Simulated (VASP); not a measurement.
# LiF in VASP: further runs, part 2 of 2

VASP 6.6.1. Earlier steps stand in the parts before.

**3. Single point, LDA (volume scaled by 0.99)**

Contents of INCAR:

```
SYSTEM = LiF
ALGO     = Normal         ! electronic algorithm
EDIFF    = 1E-6           ! SCF threshold, eV
ENCUT    = 520            ! plane-wave cutoff, eV
ISIF     = 2              ! what is computed and relaxed
ISMEAR   = -1             ! smearing method
LASPH    = .True.         ! aspherical terms in the spheres
LCHARG   = .False.        ! write CHGCAR
LREAL    = .False.        ! projectors in reciprocal space
LWAVE    = .False.        ! write WAVECAR
NBANDS   = 12             ! bands
NELM     = 60             ! most SCF steps
PREC     = Accurate       ! precision mode
SIGMA    = 0.03           ! smearing width, eV
```

Contents of KPOINTS:

```
k-points
0
Gamma
  10 10 10
  0 0 0
```

Contents of POSCAR:

```
LiF
1.0
    0.0000000000      2.0072641637      2.0072641637
    2.0072641637      0.0000000000      2.0072641637
    2.0072641637      2.0072641637      0.0000000000
Li F
1 1
Direct
    0.0000000000      0.0000000000      0.0000000000
    0.5000000000      0.5000000000      0.5000000000
```

Potentials or basis: VASP PAW LDA potentials, release 64 (Li_sv, F).

Command:

```
cat potpaw_LDA.64/Li_sv/POTCAR potpaw_LDA.64/F/POTCAR > POTCAR
mpirun -np 1 vasp_std > vasp.out
```

Wall time 6.9 s (1 thread of Intel Xeon Platinum 8259CL at 2.50GHz (Skylake/Cascade Lake), shared host); peak memory 0.12 GiB.

The run converged. Its results:

```yaml
Free_energy: -10.4779 eV
Band_gap_on_the_k_mesh: 8.93 eV, direct
```

Levels at points of the mesh, in eV from the valence-band top:
```csv
k point,band 3,band 4,band 5,band 6,band 7,band 8
"(0.00, 0.00, 0.00)",0.00,0.00,0.00,8.93,23.59,23.59
"(0.50, 0.00, 0.00)",-2.61,-0.23,-0.23,10.42,16.49,18.49
"(0.50, 0.50, 0.00)",-3.16,-1.05,-1.05,14.51,16.07,17.25
```

Caveat: the cutoff is under 1.25 times the usual one of these potentials, so pressure, stress and relaxed cells hold a basis-set (Pulay) error. A k mesh can miss the band edges.

**4. Single point, LDA (volume scaled by 1.02)**

Contents of INCAR:

```
ALGO = Normal
EDIFF = 1E-6
ENCUT = 520
GGA = CA
ISIF = 2
ISMEAR = -1
LASPH = True
LCHARG = False
LREAL = False
LWAVE = False
NBANDS = 12
NELM = 80
PREC = Accurate
SIGMA = 0.03
```

Contents of KPOINTS:

```
k-points
0
Gamma
  10 10 10
```

Contents of POSCAR:

```
LiF
1.0
    0.0000000000      2.0273381370      2.0273381370
    2.0273381370      0.0000000000      2.0273381370
    2.0273381370      2.0273381370      0.0000000000
Li F
1 1
Direct
    0.0000000000      0.0000000000      0.0000000000
    0.5000000000      0.5000000000      0.5000000000
```

Command:

```
cat potpaw_LDA.64/Li_sv/POTCAR potpaw_LDA.64/F/POTCAR > POTCAR
mpirun -np 1 vasp_std > vasp.out
```

Wall time 5.3 s (1 thread of Intel Xeon Platinum 8259CL at 2.50GHz (Skylake/Cascade Lake), shared host); peak memory 0.12 GiB.

The run converged. Its results:

| Item | Value |
| --- | --- |
| Free energy | -10.4579 eV |
| Band gap on the k mesh | 8.66 eV, direct |

Levels at points of the mesh, in eV from the valence-band top:
| k point | band 2 | band 3 | band 4 | band 5 | band 6 | band 7 | band 8 | band 9 |
| --- | --- | --- | --- | --- | --- | --- | --- | --- |
| (0.00, 0.00, 0.00) | -19.51 | 0.00 | 0.00 | 0.00 | 8.66 | 23.20 | 23.20 | 23.20 |
| (0.50, 0.00, 0.00) | -19.08 | -2.52 | -0.22 | -0.22 | 10.27 | 16.14 | 18.26 | 18.26 |
| (0.50, 0.50, 0.00) | -18.81 | -3.03 | -1.00 | -1.00 | 14.23 | 15.94 | 16.90 | 19.53 |

Caveat: the cutoff is under 1.25 times the usual one of these potentials, so pressure, stress and relaxed cells hold a basis-set (Pulay) error. A k mesh can miss the band edges.

**5. Single point, LDA (volume scaled by 1.06)**

Contents of INCAR:

```
PREC = Accurate
ENCUT = 520
EDIFF = 1E-6
ISMEAR = -1
SIGMA = 0.03
LREAL = False
LASPH = True
NELM = 80
ALGO = Normal
ISIF = 2
LWAVE = False
LCHARG = True
GGA = CA
LELF = True
LVHAR = True
NBANDS = 12
```

Contents of KPOINTS:

```
Automatic mesh
0
Gamma
  10 10 10
```

Contents of POSCAR:

```
LiF
1.0
    0.0000000000      2.0535002244      2.0535002244
    2.0535002244      0.0000000000      2.0535002244
    2.0535002244      2.0535002244      0.0000000000
Li F
1 1
Direct
    0.0000000000      0.0000000000      0.0000000000
    0.5000000000      0.5000000000      0.5000000000
```

Potentials or basis: VASP PAW LDA potentials, release 64 (Li_sv, F).

Command:

```
cat potpaw_LDA.64/Li_sv/POTCAR potpaw_LDA.64/F/POTCAR > POTCAR
mpirun -np 1 vasp_std > vasp.out
```

OUTCAR:

```text
PREC = Accurate
   ENCUT = 520
   EDIFF = 1E-6
   ISMEAR = -1
   LREAL = False
   LASPH = True
   NELM = 80
   ISIF = 2
   GGA = CA

 ion  position               nearest neighbor table
   1  0.000  0.000  0.000-   2 2.05   2 2.05   2 2.05   2 2.05   2 2.05   2 2.05
   2  0.500  0.500  0.500-   1 2.05   1 2.05   1 2.05   1 2.05   1 2.05   1 2.05

  LATTYP: Found a face centered cubic cell.
 ALAT       =     4.1070004488

  Lattice vectors:

 A1 = (   0.0000000000,   2.0535002244,   2.0535002244)
 A2 = (   2.0535002244,   0.0000000000,   2.0535002244)
 A3 = (   2.0535002244,   2.0535002244,   0.0000000000)

Analysis of symmetry for initial positions (statically):
=====================================================================
 Subroutine PRICEL returns:
 Original cell was already a primitive cell.

 Routine SETGRP: Setting up the symmetry group for a
 face centered cubic supercell.

 Subroutine GETGRP returns: Found 48 space group operations
 (whereof 48 operations were pure point group operations)
 out of a pool of 48 trial point group operations.

The static configuration has the point symmetry O_h .

Analysis of symmetry for dynamics (positions and initial velocities):
[... 166 lines left out ...]
 k-point     1 :       0.0000    0.0000    0.0000
  band No.  band energies     occupation
      1     -41.5230      2.00000
      2     -21.0558      2.00000
      3      -1.6432      2.00000
      4      -1.6432      2.00000
      5      -1.6432      2.00000
      6       6.6877      0.00000
      7      21.0775      0.00000
      8      21.0775      0.00000
      9      21.0775      0.00000
     10      21.6972      0.00000
     11      21.6972      0.00000
     12      21.6972      0.00000
[... 331 lines left out ...]
 k-point    24 :       0.4000    0.3000    0.0000
  band No.  band energies     occupation
      1     -41.4678      2.00000
      2     -20.5636      2.00000
      3      -3.8609      2.00000
      4      -2.4707      2.00000
      5      -2.3638      2.00000
      6      10.5745      0.00000
      7      14.3469      0.00000
      8      15.9009      0.00000
      9      17.4248      0.00000
     10      18.4972      0.00000
     11      30.6698      0.00000
     12      31.8629      0.00000

 [... further k-points ...]
[... 5 lines left out ...]
  --------------------------------------------------------------------------------------
  -------------------------------------------------------------------------------------
  Total       -1.0403222     -1.0403222     -1.0403222      0.0000000     -0.0000000      0.0000000
  in kB      -96.2418995    -96.2418995    -96.2418995      0.0000000     -0.0000000      0.0000000
  external PRESSURE =     -96.2418995 kB  Pullay stress =       0.0000000 kB

 VOLUME and BASIS-vectors are now :
 -----------------------------------------------------------------------------
  energy-cutoff  :      520.00
  volume of cell :       17.32
      direct lattice vectors                 reciprocal lattice vectors
     0.000000000  2.053500224  2.053500224    -0.243486703  0.243486703  0.243486703
     2.053500224  0.000000000  2.053500224     0.243486703 -0.243486703  0.243486703
     2.053500224  2.053500224  0.000000000     0.243486703  0.243486703 -0.243486703

 POSITION                                       TOTAL-FORCE (eV/Angst)
 -----------------------------------------------------------------------------------
      0.00000      0.00000      0.00000        -0.000000     -0.000000      0.000000
      2.05350      2.05350      2.05350         0.000000      0.000000     -0.000000
 -----------------------------------------------------------------------------------
    total drift:                               -0.000000     -0.000000      0.000000

  FREE ENERGIE OF THE ION-ELECTRON SYSTEM (eV)
  ---------------------------------------------------
  free  energy   TOTEN  =       -10.4239704571 eV

  energy  without entropy=      -10.4239704571  energy(sigma->0) =      -10.42397046
```

stdout:

```text
POSCAR found type information on POSCAR LiF
 POSCAR found :  2 types and       2 ions
 scaLAPACK will be used
 LDA part: xc-table for (Slater(with rela. corr.)+CA(PZ))
 , standard interpolation
 POSCAR, INCAR and KPOINTS ok, starting setup
 FFT: planning ... GRIDC
 FFT: planning ... GRID_SOFT
 FFT: planning ... GRID
 WAVECAR not read
 entering main loop
```

Run time: 5.9 s. Hardware: 1 thread of Intel Xeon Platinum 8259CL at 2.50GHz (Skylake/Cascade Lake), shared host; peak memory 0.12 GiB.

What came out:

```
Free energy            : -10.4240 eV
Band gap on the k mesh : 8.33 eV, direct
```

Caveat: the cutoff is under 1.25 times the usual one of these potentials, so pressure, stress and relaxed cells hold a basis-set (Pulay) error. A k mesh can miss the band edges.

**6. Single point, LDA (equal xx and yy strain of -3 %)**

Contents of INCAR:

```
ALGO = Normal
EDIFF = 1E-6
ENCUT = 520
ISIF = 2
ISMEAR = -1
LASPH = T
LCHARG = F
LREAL = F
LWAVE = F
NBANDS = 12
NELM = 100
PREC = Accurate
SIGMA = 0.03
```

Contents of KPOINTS:

```
k-points
0
Gamma
  10 10 10
```

Contents of POSCAR:

```
LiF
1.0
    0.0000000000      1.9535800000      2.0140000000
    1.9535800000      0.0000000000      2.0140000000
    1.9535800000      1.9535800000      0.0000000000
Li F
1 1
Direct
    0.0000000000      0.0000000000      0.0000000000
    0.5000000000      0.5000000000      0.5000000000
```

Potentials or basis: VASP PAW LDA potentials, release 64 (Li_sv, F).

Command:

```
cat potpaw_LDA.64/Li_sv/POTCAR potpaw_LDA.64/F/POTCAR > POTCAR
mpirun -np 1 vasp_std > vasp.out
```

It took 5.4 s on 1 thread of Intel Xeon 6975P-C (Granite Rapids), shared host; peak memory 0.13 GiB.

The run converged. Its results:

- Free energy: -10.4951 eV
- Band gap on the k mesh: 9.35 eV, direct

Levels at points of the mesh, in eV from the valence-band top:
| k point | band 2 | band 3 | band 4 | band 5 | band 6 | band 7 | band 8 | band 9 |
| --- | --- | --- | --- | --- | --- | --- | --- | --- |
| (0.00, 0.00, 0.00) | -19.79 | -0.07 | -0.07 | 0.00 | 9.35 | 23.72 | 24.29 | 24.46 |
| (0.50, 0.00, 0.00) | -19.30 | -2.81 | -0.34 | -0.26 | 10.64 | 17.06 | 18.57 | 19.13 |
| (0.50, 0.50, 0.00) | -18.98 | -3.46 | -1.11 | -1.11 | 14.57 | 16.55 | 17.84 | 20.74 |
| (0.50, 0.00, 0.50) | -18.94 | -3.43 | -1.31 | -1.10 | 15.14 | 16.13 | 17.85 | 20.04 |

Caveat: the cell differs from its parent crystal (equal xx and yy strain of -3 %); the cutoff is under 1.25 times the usual one of these potentials, so pressure, stress and relaxed cells hold a basis-set (Pulay) error. A k mesh can miss the band edges.

**7. The runs side by side**

| cell | gap on the mesh (eV) |
| --- | --- |
| a = 2.810 Å, angles 60.0°, 2 atoms | 9.21 |
| a = 2.839 Å, angles 60.0°, 2 atoms | 8.93 |
| a = 2.867 Å, angles 60.0°, 2 atoms | 8.66 |
| a = 2.904 Å, angles 60.0°, 2 atoms | 8.33 |
| a = 2.806, b = 2.806, c = 2.763 Å, angles 60.5, 60.5, 59.0°, 2 atoms | 9.35 |

Alike in all rows: task single point; level LDA; potentials or basis VASP PAW LDA potentials, release 64 (Li_sv, F); no spin polarisation; k mesh 10 × 10 × 10; cutoff (eV) 520; smearing fermi-dirac 0.03 eV.

Caveats: the cutoff is under 1.25 times the usual one of these potentials, so pressure, stress and relaxed cells hold a basis-set (Pulay) error.

Total energies depend on the potentials used, so only differences within one code and one set of settings carry meaning.
